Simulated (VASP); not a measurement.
A run of VASP 6.6.1 is set up as follows.

Contents of INCAR:

```
  ALGO = Normal
  EDIFF = 1E-6
  EDIFFG = -0.002
  ENCUT = 600
  IBRION = 2
  ISIF = 3
  ISMEAR = 0
  LASPH = T
  LCHARG = F
  LREAL = F
  LWAVE = F
  NELM = 60
  NSW = 100
  PREC = Accurate
  PSTRESS = 20.0
  SIGMA = 0.01
```

File KPOINTS:

```
k-points
0
Gamma
  6 6 4
```

The input POSCAR:

```
CdSe
1.0
    4.2470825526      0.0000000000      0.0000000000
   -2.1235412763      3.6780813826      0.0000000000
    0.0000000000      0.0000000000      6.9420032420
Cd Se
2 2
Direct
    0.3333333333      0.6666666667      0.0048579434
    0.6666666667      0.3333333333      0.5048579434
    0.3333333333      0.6666666667      0.3801420566
    0.6666666667      0.3333333333      0.8801420566
```

Potentials or basis: VASP PAW LDA potentials, release 64 (Cd, Se).

Run with:

```sh
$ cat potpaw_LDA.64/Cd/POTCAR potpaw_LDA.64/Se/POTCAR > POTCAR
$ mpirun -np 1 vasp_std > vasp.out
```

What does it give for the relaxed volume?

26.46 Å³/atom.

What does it give for the band gap on the k mesh?

0.55 eV.

Estimate the space group after relaxing (to 0.1 Å).

P6_3mc (No. 186).

Final structure:
```xyz
4
Lattice="4.2131 0.0000 0.0000 -2.1066 3.6487 0.0000 0.0000 0.0000 6.8856" Properties=species:S:1:pos:R:3 pbc="T T T"
Cd    0.0000    2.4325    0.0338
Cd    2.1066    1.2162    3.4766
Se    0.0000    2.4325    2.6171
Se    2.1066    1.2162    6.0599
```

Caveat: the cell is relaxed towards a set pressure, so the run minimises the enthalpy, not the energy. LDA usually gives volumes a few per cent too small.
